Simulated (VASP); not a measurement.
The system is Hg.

```
Hg
1.0
     5.61698    0.00000    0.00000
    -2.80849    4.86445    0.00000
     0.00000    0.00000    3.27462
Hg
3
Direct
  0.33333 0.66667 0.50000
  0.00000 0.00000 0.00000
  0.66667 0.33333 0.50000
```

| Quantity | Value |
| --- | --- |
| Program | VASP 6.6.1 |
| Task | relaxation of cell and atoms |
| Functional | PBE |
| Potentials or basis | VASP PAW PBE potentials, release 64 (Hg_sv_GW) |
| Cutoff | 500 eV |
| k mesh | 6 × 6 × 10 |
| Occupations | gaussian, width 0.1 eV |
| Spin | no spin polarisation |

At the start: pressure -1.4 GPa; volume 29.82 Å³/atom.

**Question.** How do energy, volume and symmetry change on relaxing?

**Answer.** Over 4 steps the energy falls by 10.2 meV/atom and the volume is 27.72 Å³/atom (-7.1 %); space group P6/mmm (No. 191, to 0.1 Å) before and after.

Step by step:
| step | energy change (eV) | largest force (eV/Å) | pressure (GPa) | volume (Å³) |
| --- | --- | --- | --- | --- |
| 1 | 0.0000 | 0.0000 | -1.37 | 89.47 |
| 2 | -0.0227 | 0.0000 | -0.79 | 86.22 |
| 3 | -0.0302 | 0.0000 | -0.16 | 83.76 |
| 4 | -0.0305 | 0.0000 | 0.02 | 83.16 |

Final structure:
```
CELL_PARAMETERS angstrom
5.48231 0.00000 0.00000
-2.74115 4.74782 0.00000
0.00000 0.00000 3.19475
ATOMIC_POSITIONS crystal
Hg 0.33333 0.66667 0.50000
Hg 0.00000 0.00000 0.00000
Hg 0.66667 0.33333 0.50000
```
